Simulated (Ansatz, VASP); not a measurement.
TiC: VASP beside Ansatz

```xyz
2
Lattice="0.0000 2.1306 2.1306 2.1306 0.0000 2.1306 2.1306 2.1306 0.0000" Properties=species:S:1:pos:R:3 pbc="T T T"
Ti    0.0000    0.0000    0.0000
C     2.1306    2.1306    2.1306
```

Alike in both runs: functional LDA; k mesh 16 × 16 × 16; occupations fermi-dirac, width 0.15 eV; no spin polarisation.

Ansatz relaxed the structure, and its values are those at the end. VASP's run is a single point on that final structure, the one shown.

|  | VASP | Ansatz |
| --- | --- | --- |
| version | VASP 6.6.1 | Ansatz 0.2.0 |
| potentials or method | VASP PAW LDA potentials, release 64 (Ti_sv, C), cutoff 520 eV | scalar-relativistic, plane waves, PAW |
| valence electrons in the cell | 16 | 16 |

```tsv
	VASP	Ansatz	Ansatz less VASP
gap on the k mesh at the Fermi level (eV)	none	none	-
pressure (GPa)	0.7	0.0	-0.71
```

Ansatz warns that its potentials were made for another functional, while VASP's fit it. LDA's correlation is that of Perdew and Zunger in VASP and of Perdew and Wang (1992) in Ansatz. A gap of «none» marks a metal or a gap that the smearing closes.
